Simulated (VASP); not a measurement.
Wanted: the native input for a VASP 6.6.1 run.

```yaml
Task: single point
Functional: PBE
Potentials_or_basis: VASP PAW PBE potentials, release 64 (Al, N)
Cutoff: 520 eV
k_mesh: 12 × 12 × 6
Occupations: gaussian, width 0.05 eV
Spin: no spin polarisation
Dipole_correction: no
Further_INCAR_settings: ALGO = Normal; EDIFF = 1e-06; NBANDS = 16
```

The structure of AlN lies in POSCAR:

```
AlN
1.0
    3.0050299802      0.0000000000      0.0000000000
   -1.5025149901      2.6024323020      0.0000000000
    0.0000000000      0.0000000000      4.6165412822
Al N
2 2
Direct
    0.3333333333      0.6666666667      0.0017287175
    0.6666666667      0.3333333333      0.5017287175
    0.3333333333      0.6666666667      0.3832712825
    0.6666666667      0.3333333333      0.8832712825
```

This cell differs from its parent crystal: strain -0.040 along x and y, -0.080 along z.

The input as run:

INCAR

```
PREC = Accurate
ENCUT = 520
EDIFF = 1E-6
ISMEAR = 0
SIGMA = 0.05
LREAL = F
LASPH = T
NELM = 80
ALGO = Normal
ISIF = 2
LWAVE = F
LCHARG = F
GGA = PE
NBANDS = 16
```

KPOINTS

```
regular mesh
0
Gamma
  12 12 6
```

Potentials or basis: VASP PAW PBE potentials, release 64 (Al, N).

Command:

```sh
$ cat potpaw_PBE.64/Al/POTCAR potpaw_PBE.64/N/POTCAR > POTCAR
$ mpirun -np 1 vasp_std > vasp.out
```

It gave:

* Pressure: 43.9 GPa
* Largest force: 1.163 eV/Å
* Band gap on the k mesh: 5.14 eV, indirect (least direct gap 5.39 eV)

Caveat: the cell differs from its parent crystal (strain -0.040 along x and y, -0.080 along z); forces of over 1 eV/Å act on the atoms, so gaps and moduli don't describe the material at rest.

It took 29 s on 1 thread of Intel Xeon 6975P-C, with other jobs on the host, peak memory 0.17 GiB.
